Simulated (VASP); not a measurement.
# BaZn2B2 (P4/nmm) in VASP: single point with PBE

Aim: the single point of BaZn2B2 with PBE.

Everything below comes from runs of VASP 6.6.1. Logs are shortened: lines on timing, memory, paths and dates and some standing lists are left out, and cuts for length are marked.

## Step 1: The cell of the first run

The structure is tetragonal, space group P4/nmm (No. 129). The conventional cell has a = 4.149 Å, b = 4.149 Å, c = 10.024 Å, α = 90.00°, β = 90.00°, γ = 90.00°. Within 3.3 Å of B (site symmetry 4mm) lie 5 Zn at 2.47 to 2.53 Å and 4 Ba at 3.15 Å. B (site symmetry -4m2) has 4 Zn at 2.37 Å and 4 B at 2.93 Å within 3.1 Å. Zn (site symmetry 4mm) has 5 B at 2.37 to 2.53 Å within 3.1 Å. Zn (site symmetry -4m2) has 4 B at 2.47 Å and 4 Zn at 2.93 Å and 4 Ba at 3.24 Å within 3.3 Å. Ba (site symmetry 4mm) has 9 B at 3.15 to 3.83 Å and 9 Zn at 3.24 to 3.67 Å within 4.1 Å.

## Step 2: Single point, PBE

Contents of INCAR:

```
ALGO = Normal
EDIFF = 1E-6
ENCUT = 520
GGA = PE
ISIF = 2
ISMEAR = 1
LASPH = True
LCHARG = True
LELF = True
LREAL = False
LVHAR = True
LWAVE = False
NBANDS = 51
NELM = 100
PREC = Accurate
SIGMA = 0.2569
```

Contents of KPOINTS:

```
k-points
0
Gamma
  4 4 2
```

Contents of POSCAR:

```
BaZn2B2
1.0
    4.1493580000      0.0000000000      0.0000000000
    0.0000000000      4.1493580000      0.0000000000
    0.0000000000      0.0000000000     10.0239290000
B Zn Ba
4 4 2
Direct
    0.0000000000      0.5000000000      0.8660000000
    0.5000000000      0.0000000000      0.1340000000
    0.0000000000      0.0000000000      0.5000000000
    0.5000000000      0.5000000000      0.5000000000
    0.0000000000      0.5000000000      0.6140000000
    0.5000000000      0.0000000000      0.3860000000
    0.0000000000      0.0000000000      0.0000000000
    0.5000000000      0.5000000000      0.0000000000
    0.0000000000      0.5000000000      0.2480000000
    0.5000000000      0.0000000000      0.7520000000
```

Potentials or basis: VASP PAW PBE potentials, release 64 (B, Zn, Ba_sv).

On the command line:

```bash
$ cat potpaw_PBE.64/B/POTCAR potpaw_PBE.64/Zn/POTCAR potpaw_PBE.64/Ba_sv/POTCAR > POTCAR
$ mpirun -np 1 vasp_std > vasp.out
```

OUTCAR:

```text
EDIFF = 1E-6
   ENCUT = 520
   GGA = PE
   ISIF = 2
   ISMEAR = 1
   LASPH = True
   LREAL = False
   NELM = 100
   PREC = Accurate

 ion  position               nearest neighbor table
   1  0.000  0.500  0.866-   7 2.47   8 2.47   7 2.47   8 2.47   5 2.53  10 3.15  10 3.15  10 3.15
                            10 3.15
   2  0.500  0.000  0.134-   7 2.47   8 2.47   8 2.47   7 2.47   6 2.53   9 3.15   9 3.15   9 3.15
                             9 3.15
   3  0.000  0.000  0.500-   5 2.37   6 2.37   5 2.37   6 2.37   9 3.27   9 3.27  10 3.27  10 3.27

   4  0.500  0.500  0.500-   5 2.37   6 2.37   6 2.37   5 2.37   9 3.27  10 3.27  10 3.27   9 3.27

   5  0.000  0.500  0.614-   3 2.37   4 2.37   3 2.37   4 2.37   1 2.53  10 3.24  10 3.24  10 3.24
                            10 3.24   9 3.67
   6  0.500  0.000  0.386-   3 2.37   4 2.37   4 2.37   3 2.37   2 2.53   9 3.24   9 3.24   9 3.24
                             9 3.24  10 3.67
   7  0.000  0.000  0.000-   1 2.47   2 2.47   1 2.47   2 2.47   8 2.93   8 2.93   8 2.93   8 2.93
                             9 3.24  10 3.24  10 3.24   9 3.24
   8  0.500  0.500  0.000-   1 2.47   2 2.47   2 2.47   1 2.47   7 2.93   7 2.93   7 2.93   7 2.93
                             9 3.24  10 3.24   9 3.24  10 3.24
   9  0.000  0.500  0.248-   2 3.15   2 3.15   2 3.15   2 3.15   7 3.24   8 3.24   8 3.24   7 3.24
                             6 3.24   6 3.24   6 3.24   6 3.24   3 3.27   4 3.27   3 3.27   4 3.27
  10  0.500  0.000  0.752-   1 3.15   1 3.15   1 3.15   1 3.15   8 3.24   8 3.24   7 3.24   7 3.24
                             5 3.24   5 3.24   5 3.24   5 3.24   3 3.27   4 3.27   4 3.27   3 3.27

  LATTYP: Found a simple tetragonal cell.
 ALAT       =     4.1493580000
 C/A-ratio  =     2.4157782963

  Lattice vectors:

 A1 = (   4.1493580000,   0.0000000000,   0.0000000000)
 A2 = (   0.0000000000,   4.1493580000,   0.0000000000)
 A3 = (   0.0000000000,   0.0000000000,  10.0239290000)

Analysis of symmetry for initial positions (statically):
=====================================================================
 Subroutine PRICEL returns:
 Original cell was already a primitive cell.

 Routine SETGRP: Setting up the symmetry group for a
 simple tetragonal supercell.

 Subroutine GETGRP returns: Found 16 space group operations
 (whereof  8 operations were pure point group operations)
 out of a pool of 16 trial point group operations.

The static configuration has the point symmetry D_2d.
 The point group associated with its full space group is D_4h.

Analysis of symmetry for dynamics (positions and initial velocities):
=====================================================================
 Subroutine PRICEL returns:
 Original cell was already a primitive cell.

 Routine SETGRP: Setting up the symmetry group for a
 simple tetragonal supercell.

 Subroutine GETGRP returns: Found 16 space group operations
 (whereof  8 operations were pure point group operations)
 out of a pool of 16 trial point group operations.

The dynamic configuration has the point symmetry D_2d.
 The point group associated with its full space group is D_4h.

 Subroutine INISYM returns: Found 16 space group operations
 (whereof  8 operations are pure point group operations),
 and found     1 'primitive' translations

----------------------------------------------------------------------------------------

                                     Primitive cell

  volume of cell :     172.5837

  direct lattice vectors                    reciprocal lattice vectors
     4.149358000  0.000000000  0.000000000     0.241001138  0.000000000  0.000000000
     0.000000000  4.149358000  0.000000000     0.000000000  0.241001138  0.000000000
     0.000000000  0.000000000 10.023929000     0.000000000  0.000000000  0.099761281

  length of vectors
     4.149358000  4.149358000 10.023929000     0.241001138  0.241001138  0.099761281

  position of ions in fractional coordinates (direct lattice)
     0.000000000  0.500000000  0.866000000
     0.500000000  0.000000000  0.134000000
     0.000000000  0.000000000  0.500000000
     0.500000000  0.500000000  0.500000000
     0.000000000  0.500000000  0.614000000
     0.500000000  0.000000000  0.386000000
     0.000000000  0.000000000  0.000000000
     0.500000000  0.500000000  0.000000000
     0.000000000  0.500000000  0.248000000
     0.500000000  0.000000000  0.752000000

  ion indices of the primitive-cell ions
   primitive index   ion index
                 1           1
                 2           2
                 3           3
                 4           4
                 5           5
                 6           6
                 7           7
                 8           8
                 9           9
                10          10

----------------------------------------------------------------------------------------

 KPOINTS: k-points

Automatic generation of k-mesh.
 Grid dimensions read from file:
 generate k-points for:    4    4    2

 Generating k-lattice:

  Cartesian coordinates                     Fractional coordinates (reciprocal lattice)
     0.060250285  0.000000000  0.000000000     0.250000000  0.000000000  0.000000000
     0.000000000  0.060250285  0.000000000     0.000000000  0.250000000  0.000000000
     0.000000000  0.000000000  0.049880641     0.000000000  0.000000000  0.500000000

  Length of vectors
     0.060250285  0.060250285  0.049880641

  Shift w.r.t. Gamma in fractional coordinates (k-lattice)
     0.000000000  0.000000000  0.000000000

 Subroutine IBZKPT returns following result:
 ===========================================

 Found     12 irreducible k-points:

 Following reciprocal coordinates:
            Coordinates               Weight
  0.000000  0.000000  0.000000      1.000000
  0.250000  0.000000  0.000000      4.000000
  0.500000  0.000000  0.000000      2.000000
  0.250000  0.250000  0.000000      4.000000
  0.500000  0.250000  0.000000      4.000000
  0.500000  0.500000  0.000000      1.000000
  0.000000  0.000000  0.500000      1.000000
  0.250000  0.000000  0.500000      4.000000
  0.500000  0.000000  0.500000      2.000000
  0.250000  0.250000  0.500000      4.000000
  0.500000  0.250000  0.500000      4.000000
  0.500000  0.500000  0.500000      1.000000
   k-points           NKPTS =     12   k-points in BZ     NKDIM =     12   number of bands    NBANDS=     51
   number of dos      NEDOS =    301   number of ions     NIONS =     10
   total plane-waves  NPLWV =  81920
   dimension x,y,z NGX =    32 NGY =   32 NGZ =   80
   dimension x,y,z NGXF=    64 NGYF=   64 NGZF=  160
   ions per type =               4   4   2
   NGX,Y,Z   is equivalent  to a cutoff of  12.82, 12.82, 13.27 a.u.
   NGXF,Y,Z  is equivalent  to a cutoff of  25.64, 25.64, 26.54 a.u.
 SYSTEM =  unknown system
   PREC   = accura    normal or accurate (medium, high low for compatibility)
   ISTART =      0    job   : 0-new  1-cont  2-samecut
   ICHARG =      2    charge: 1-file 2-atom 10-const
   ISPIN  =      1    spin polarized calculation?
   LNONCOLLINEAR =      F non collinear calculations
   LSORBIT =      F    spin-orbit coupling
   LASPH  =      T    aspherical Exc in radial PAW
   ENCUT  =  520.0 eV  38.22 Ry    6.18 a.u.   7.72  7.72 18.64*2*pi/ulx,y,z
   NELM   =    100;   NELMIN=  2; NELMDL= -5     # of ELM steps
   EDIFF  = 0.1E-05   stopping-criterion for ELM
   LREAL  =      F    real-space projection
   EDIFFG = 0.1E-04   stopping-criterion for IOM
   NSW    =      0    number of steps for IOM
   IBRION =     -1    ionic relax: 0-MD 1-quasi-New 2-CG
   NFREE  =      0    steps in history (QN), initial steepest desc. (CG)
   ISIF   =      2    stress and relaxation
   ISYM   =      2    0-nonsym 1-usesym 2-fastsym
   POTIM  = 0.5000    time-step for ionic-motion
   TEBEG  =    0.0;   TEEND  =   0.0 temperature during run
   PSTRESS=    0.0 pullay stress
   NELECT =      80.0000    total number of electrons
   NUPDOWN=      -1.0000    fix difference up-down
   EMIN   =  10.00;   EMAX   =-10.00  energy-range for DOS
   EFERMI =   0.00;   METHOD = LEGACY
   ISMEAR =     1;   SIGMA  =   0.26  broadening in eV -4-tet -1-fermi 0-gaus
   EFERMI_NEDOS =   21; number of points for ismear=-14 and -15
   IALGO  =     38    algorithm
   IMIX   =      4    mixing-type and parameters
     AMIX     =   0.40;   BMIX     =  1.00
     AMIX_MAG =   1.60;   BMIX_MAG =  1.00
  volume/ion in A,a.u.               =      17.26       116.47
  Fermi-wavevector in a.u.,A,eV,Ry     =   1.266985  2.394255 21.840775  1.605252
  Thomas-Fermi vector in A             =   2.400157
   LORBIT       =      0    0 simple, 1 ext, 2 COOP (PROOUT), +10 PAW based schemes
   GGA     = PE    functional components
   LHFCALC =     F    Hartree Fock is set to
   AEXX    =    0.0000 exact exchange contribution
   IVDW    =     0    specifies the selected vdW correction
   LEPSILON=     F    determine dielectric tensor
   LRPA    =     F    only Hartree local field effects (RPA)
 non-spin polarized calculation
 Methfessel and Paxton  Order N= 1 SIGMA  =   0.26
  energy-cutoff  :      520.00
  volume of cell :      172.58
 maximum number of plane-waves:      4678
 NGX is ok and might be reduce to    32
   NGX = 15   NGY = 15   NGZ = 37

 number of electron      79.9999947 magnetization

 Free energy of the ion-electron system (eV)
  ---------------------------------------------------
  ext. energy  EPLUGINS =         0.00000000
  ---------------------------------------------------
  free energy    TOTEN  =       -29.71152056 eV

  energy without entropy =      -29.68826052  energy(sigma->0) =      -29.70376721

 E-fermi :   2.7037     XC(G=0): -10.4932

 val. band max:        2.6980580298   @ k =   0.2500   0.2500   0.5000
 cond. band min:       2.7192143119   @ k =   0.2500   0.2500   0.5000
 fundamental gap:      0.0211562821
 Fermi energy:         2.7036920855

 k-point     1 :       0.0000    0.0000    0.0000
  band No.  band energies     occupation
      1     -23.9213      2.00000
      2     -23.9171      2.00000
      3      -9.8569      2.00000
      4      -9.4938      2.00000
      5      -9.0868      2.00000
      6      -9.0868      2.00000
[... 43 lines left out ...]
     50       6.9247     -0.00000
     51       7.3152     -0.00000

 k-point     2 :       0.2500    0.0000    0.0000
  band No.  band energies     occupation
      1     -23.8990      2.00000
      2     -23.8960      2.00000
      3      -9.7058      2.00000
      4      -9.5216      2.00000
      5      -9.5022      2.00000
      6      -9.4486      2.00000
[... 43 lines left out ...]
     50       6.7801     -0.00000
     51       7.0258     -0.00000

 k-point     3 :       0.5000    0.0000    0.0000
  band No.  band energies     occupation
      1     -23.8756      2.00000
      2     -23.8756      2.00000
      3      -9.8698      2.00000
      4      -9.8698      2.00000
      5      -9.4725      2.00000
      6      -9.4725      2.00000
[... 43 lines left out ...]
     50       7.2953     -0.00000
     51       7.8469      0.00000
[... 379 lines left out ...]
 k-point    11 :       0.5000    0.2500    0.5000
  band No.  band energies     occupation
      1     -23.8554      2.00000
      2     -23.8554      2.00000
      3      -9.7688      2.00000
      4      -9.7688      2.00000
      5      -9.3996      2.00000
      6      -9.3996      2.00000
[... 43 lines left out ...]
     50       7.6374     -0.00000
     51       8.5438      0.00000

 k-point    12 :       0.5000    0.5000    0.5000
  band No.  band energies     occupation
      1     -23.8350      2.00000
      2     -23.8350      2.00000
      3      -9.6542      2.00000
      4      -9.6542      2.00000
      5      -9.6371      2.00000
      6      -9.6371      2.00000
[... 43 lines left out ...]
     50       8.1445      0.00000
     51       9.4118      0.00000

------------------------ aborting loop because EDIFF is reached ----------------------------------------

  FORCE on cell =-STRESS in cart. coord.  units (eV):
  Direction    XX          YY          ZZ          XY          YZ          ZX
  --------------------------------------------------------------------------------------
  -------------------------------------------------------------------------------------
  Total       -2.5314090     -2.5314090     -3.9940240      0.0000000      0.0000000      0.0000000
  in kB      -23.5002838    -23.5002838    -37.0784399      0.0000000      0.0000000      0.0000000
  external PRESSURE =     -28.0263358 kB  Pullay stress =       0.0000000 kB

 VOLUME and BASIS-vectors are now :
 -----------------------------------------------------------------------------
  energy-cutoff  :      520.00
  volume of cell :      172.58
      direct lattice vectors                 reciprocal lattice vectors
     4.149358000  0.000000000  0.000000000     0.241001138  0.000000000  0.000000000
     0.000000000  4.149358000  0.000000000     0.000000000  0.241001138  0.000000000
     0.000000000  0.000000000 10.023929000     0.000000000  0.000000000  0.099761281

 POSITION                                       TOTAL-FORCE (eV/Angst)
 -----------------------------------------------------------------------------------
      0.00000      2.07468      8.68072        -0.000000      0.000000      0.707134
      2.07468      0.00000      1.34321        -0.000000     -0.000000     -0.707134
      0.00000      0.00000      5.01196        -0.000000     -0.000000      0.000000
      2.07468      2.07468      5.01196        -0.000000     -0.000000      0.000000
      0.00000      2.07468      6.15469        -0.000000     -0.000000     -0.516899
      2.07468      0.00000      3.86924        -0.000000     -0.000000      0.516899
      0.00000      0.00000      0.00000        -0.000000     -0.000000      0.000000
      2.07468      2.07468      0.00000         0.000000     -0.000000      0.000000
      0.00000      2.07468      2.48593        -0.000000     -0.000000      0.784532
      2.07468      0.00000      7.53799        -0.000000     -0.000000     -0.784532
 -----------------------------------------------------------------------------------
    total drift:                                0.000000     -0.000000      0.000000

  FREE ENERGIE OF THE ION-ELECTRON SYSTEM (eV)
  ---------------------------------------------------
  free  energy   TOTEN  =       -29.7115205592 eV

  energy  without entropy=      -29.6882605202  energy(sigma->0) =      -29.70376721
```

It took 1.7 min on 1 thread of Intel Xeon Platinum 8259CL at 2.50GHz (Skylake/Cascade Lake), shared host; peak memory 0.32 GiB.

What came out:

| Property | Result |
| --- | --- |
| Free energy | -29.7115 eV |
| Pressure | -2.8 GPa |
| Largest force | 0.785 eV/Å |
| Band gap on the k mesh | zero (band 40 reaches 3.43 eV, above the bottom of band 41 at 2.18 eV) |

Forces on the atoms (eV/Å):
```
B    0.000  0.000  0.707
B    0.000  0.000 -0.707
B    0.000  0.000  0.000
B    0.000  0.000  0.000
Zn   0.000  0.000 -0.517
Zn   0.000  0.000  0.517
Zn   0.000  0.000  0.000
Zn   0.000  0.000  0.000
Ba   0.000  0.000  0.785
Ba   0.000  0.000 -0.785
```

Levels at points of the mesh, in eV from the Fermi level:
| k point | band 37 | band 38 | band 39 | band 40 | band 41 | band 42 | band 43 | band 44 |
| --- | --- | --- | --- | --- | --- | --- | --- | --- |
| (0.00, 0.00, 0.00) | -0.79 | -0.79 | 0.56 | 0.57 | 1.08 | 1.59 | 1.59 | 2.44 |
| (0.50, 0.00, 0.00) | -0.36 | -0.36 | -0.32 | -0.32 | 0.53 | 0.53 | 1.23 | 1.23 |
| (0.50, 0.50, 0.00) | -1.83 | -1.83 | -1.19 | -1.19 | -0.09 | -0.09 | 3.75 | 3.75 |
| (0.00, 0.00, 0.50) | -0.88 | -0.88 | -0.51 | 0.12 | 1.64 | 1.64 | 1.68 | 2.03 |
| (0.50, 0.00, 0.50) | -0.44 | -0.44 | 0.73 | 0.73 | 0.77 | 0.77 | 1.06 | 1.06 |
| (0.50, 0.50, 0.50) | -1.42 | -1.42 | -0.64 | -0.64 | -0.53 | -0.53 | 2.64 | 2.64 |

Caveat: the k points lie up to 0.38 Å⁻¹ apart; spin-orbit coupling is left out, which moves the levels of the heavy elements.
